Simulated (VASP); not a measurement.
Input of a VASP 6.6.1 run:

The input INCAR:

```
SYSTEM = H6C2O
PREC     = Accurate       ! precision mode
ENCUT    = 1000           ! plane-wave cutoff, eV
EDIFF    = 1E-6           ! SCF threshold, eV
ISMEAR   = -1             ! smearing method
SIGMA    = 0.02           ! smearing width, eV
LREAL    = Auto         
LASPH    = .True.         ! aspherical terms in the spheres
NELM     = 120            ! most SCF steps
ALGO     = Normal         ! electronic algorithm
ISIF     = 2              ! what is computed and relaxed
LWAVE    = .False.        ! write WAVECAR
LCHARG   = .False.        ! write CHGCAR
GGA      = PE             ! functional
IVDW     = 12             ! dispersion correction
NBANDS   = 64             ! bands
GGA_COMPAT= .False.
```

The input KPOINTS:

```
regular mesh
0
Gamma
  1 1 1
  0 0 0
```

POSCAR

```
H6C2O
1.0
    7.2936330000      0.0000000000      0.0000000000
    0.0000000000      7.2936330000      0.0000000000
    0.0000000000      0.0000000000      7.2936330000
C O H
8 4 24
Direct
    0.4526688376      0.3359148449      0.8562327191
    0.3036413217      0.3432424129      0.7126873663
    0.0810294975      0.7378594522     -0.0113186919
    0.2192651974      0.7272524852      0.1437099404
    0.7233708554      0.7038080489      0.5797376772
    0.6879822029      0.9082171223      0.5561832526
    0.9952224619      0.2599482303      0.2429925888
    0.7927662964      0.2541110678      0.1947474612
    0.2813458081      0.1622976917      0.6363719320
    0.3554066692      0.8668938025      0.1268253326
    0.5258579318      0.9469299678      0.4494719537
    0.7588200266      0.0963476914      0.0822405223
    0.1729415577      0.1614650055      0.5586372638
    0.1704844954      0.3829799937      0.7716511140
    0.3385208351      0.4425943287      0.6040855694
    0.4727787600      0.4725423365      0.9159563707
    0.4144790762      0.2396587566      0.9653211354
    0.5839425249      0.2906710895      0.7977083088
    0.4220980613      0.8728304768      0.2440595351
    0.1448887834      0.7407225646      0.2757068000
    0.2843103054      0.5901529709      0.1452867072
   -0.0157210488      0.6226864325     -0.0014328633
    0.0019754507      0.8658143134     -0.0047659102
    0.1502620767      0.7306158185     -0.1451624711
    0.4445413278      1.0313360478      0.5179292149
    0.6802209190      0.9771247980      0.6906407093
    0.8061029304      0.9670435701      0.4821482280
    0.8532069385      0.6823511815      0.6530798702
    0.6130410696      0.6383596126      0.6586918678
    0.7325978845      0.6359720413      0.4450003451
    0.6340246855      0.0541851069      0.1051580331
    0.7096908659      0.2487619767      0.3210218129
    0.7550251055      0.3819972178      0.1215424286
    1.0246104790      0.3792208092      0.3304845015
    1.0384801066      0.1330606512      0.3129239902
    1.0799055031      0.2704970816      0.1188121845
```

Potentials or basis: VASP PAW PBE potentials, release 64 (C_h, O_h, H_h).

Run with:

```sh
$ cat potpaw_PBE.64/C_h/POTCAR potpaw_PBE.64/O_h/POTCAR potpaw_PBE.64/H_h/POTCAR > POTCAR
$ mpirun -np 1 vasp_gam > vasp.out
```

Problem. Predict the band gap on the k mesh.

Solution. 4.69 eV.

Problem. What does it give for the largest force?

Solution. 0.317 eV/Å.

Stress tensor (GPa, compression positive):
```
-0.82 -0.01 -0.14
-0.01 -0.59 -0.05
-0.14 -0.05 -0.44
```

Caveat: the k points lie up to 0.86 Å⁻¹ apart, too coarse for converged energies, forces and pressures.
